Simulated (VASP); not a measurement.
## Ag: single point with r2SCAN

The system is Ag.

```
CELL_PARAMETERS angstrom
2.86744 0.00000 0.00000
-1.43372 2.48327 0.00000
0.00000 0.00000 4.69780
ATOMIC_POSITIONS crystal
Ag 0.33333 0.66667 0.25000
Ag 0.66667 0.33333 0.75000
```

```json
{"Program": "VASP 6.6.1", "Task": "single point", "Functional": "r2SCAN", "Potentials or basis": "VASP PAW PBE potentials, release 64 (Ag)", "Cutoff": "520 eV", "k mesh": "18 × 18 × 10", "Occupations": "fermi-dirac, width 0.1 eV", "Spin": "no spin polarisation"}
```

```json
{"Pressure": "4.2 GPa", "Band gap on the k mesh": "zero (band 11 reaches 13.02 eV, above the bottom of band 12 at 4.94 eV)"}
```

Levels at points of the mesh, in eV from the Fermi level:
```tsv
k point	band 8	band 9	band 10	band 11	band 12	band 13	band 14	band 15
(0.00, 0.00, 0.00)	-4.50	-4.50	-3.44	-3.44	-0.42	3.76	16.37	18.31
(0.50, 0.00, 0.00)	-3.29	-3.24	-3.14	0.12	1.65	7.28	7.51	9.94
(0.00, 0.00, 0.50)	-4.87	-3.77	-3.77	-3.77	-3.77	11.64	11.64	16.76
(0.50, 0.00, 0.50)	-3.48	-3.20	-3.20	0.82	0.82	4.87	4.87	14.37
```

Run time: 3.8 min on 1 thread of Intel Xeon 6975P-C (shared host), peak memory 0.24 GiB.

Caveat: the PAW data sets were made with another functional, which shifts forces and pressure a little.
